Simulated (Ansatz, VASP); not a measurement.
**Two plane-wave programs on ZnSe**

INCAR

```
ALGO = Normal
EDIFF = 1E-6
ENCUT = 520
GGA = PS
ISIF = 2
ISMEAR = 0
LASPH = T
LCHARG = F
LREAL = F
LWAVE = F
NBANDS = 26
NELM = 100
PREC = Accurate
SIGMA = 0.02
```

File KPOINTS:

```
k-points
0
Gamma
  8 8 6
```

The input POSCAR:

```
ZnSe
1.0
    2.8832503145      2.8832503145      0.0000000000
   -2.8832503145      2.8832503145      0.0000000000
    0.0000000000      0.0000000000      5.2952524942
Zn Se
2 2
Direct
    0.0000000000      0.0000000000      0.0000000000
    0.5000000000      0.5000000000      0.5000000000
    0.5000000000      0.0000000000      0.2500000000
    0.0000000000      0.5000000000      0.7500000000
```

Input for Ansatz:

```yaml
crystal:
  lattice:
    - [2.8832503145, 2.8832503145, 0.0]
    - [-2.8832503145, 2.8832503145, 0.0]
    - [0.0, 0.0, 5.2952524942]
  atoms:
    - { symbol: Zn, position: [0.0, 0.0, 0.0] }
    - { symbol: Zn, position: [0.5, 0.5, 0.5] }
    - { symbol: Se, position: [0.5, 0.0, 0.25] }
    - { symbol: Se, position: [0.0, 0.5, 0.75] }
basis:
  ecutwfc: 420
kpoints:
  mp_grid: { grid: [8, 8, 6] }
  band_path: { path: [VBM, CBM], npoints: 2 }
hamiltonian:
  xc: pbesol
scf:
  occupations: { method: gaussian, width: 0.02 }
output:
  forces: true
  stress: true
  eigenvalues: true
checkpoint:
  read: start.run
  write: ck
  compress: false
  write_wavefunctions: false
  write_every: 100000
```

Alike in both runs: task single point; functional PBEsol; k mesh 8 × 8 × 6; occupations gaussian, width 0.02 eV; no spin polarisation.

|  | VASP | Ansatz |
| --- | --- | --- |
| version | VASP 6.6.1 | Ansatz 0.2.0 |
| potentials or method | VASP PAW PBE potentials, release 64 (Zn, Se), cutoff 520 eV | scalar-relativistic, plane waves, PAW |
| valence electrons in the cell | 36 | 56 |

VASP gave:

- gap on the k mesh at the Fermi level (eV): 1.10
- least direct gap on the mesh (eV): 1.10
- pressure (GPa): 1.2
- traceless stress, the component that is largest in VASP (GPa): 1.67

What did Ansatz give for the same quantities?

gap on the k mesh at the Fermi level (eV): 1.10; least direct gap on the mesh (eV): 1.10; pressure (GPa): 0.9; traceless stress, the component that is largest in VASP (GPa): 1.68.

VASP's potentials were made for PBE, not for PBEsol. VASP's potentials hold 36 valence electrons a cell and Ansatz's 56, so a difference there can come from the potentials and not from the codes.
